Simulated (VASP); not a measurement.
Crystal: MnO.

```
CELL_PARAMETERS angstrom
0.00000 2.19385 2.19385
2.19385 0.00000 2.19385
2.19385 2.19385 0.00000
ATOMIC_POSITIONS crystal
Mn 0.00000 0.00000 0.00000
O 0.50000 0.50000 0.50000
```

Base run:

| Property | Result |
| --- | --- |
| Program | VASP 6.6.1 |
| Functional | RPBE |
| Dispersion | D4 |
| Potentials or basis | VASP PAW PBE potentials, release 64 (Mn_pv, O) |
| Cutoff | 520 eV |
| k mesh | 10 × 10 × 10 |
| Occupations | fermi-dirac, width 0.05 eV |
| Spin | collinear spin, ferromagnetic start |
| Starting moments | [4.0, 0.0] μB |

Its results: pressure 4.5 GPa; net moment 4.76 μB per cell; site moments Mn +4.33; O +0.20 μB.

Question: The run is repeated on the same cell with these changes: potentials or basis from VASP PAW PBE potentials, release 64 (Mn_pv, O) to VASP PAW PBE potentials, release 64 (Mn_sv, O); cutoff from 520 eV to 600 eV; further incar settings from ALGO = Normal; EDIFF = 1e-07; NBANDS = 20 to ALGO = Normal; EDIFF = 1e-06; NBANDS = 22; valence electrons from 19 to 21. What comes out?

Answer: Pressure 2.3 GPa; net moment 4.76 μB per cell; site moments Mn +4.15; O +0.20 μB.

Caveats: the PAW data sets were made with another functional, which shifts forces and pressure a little; a cell with one magnetic atom can't hold antiferromagnetic order, which such compounds often take; pairwise dispersion overbinds metals, which lowers pressure and volume.
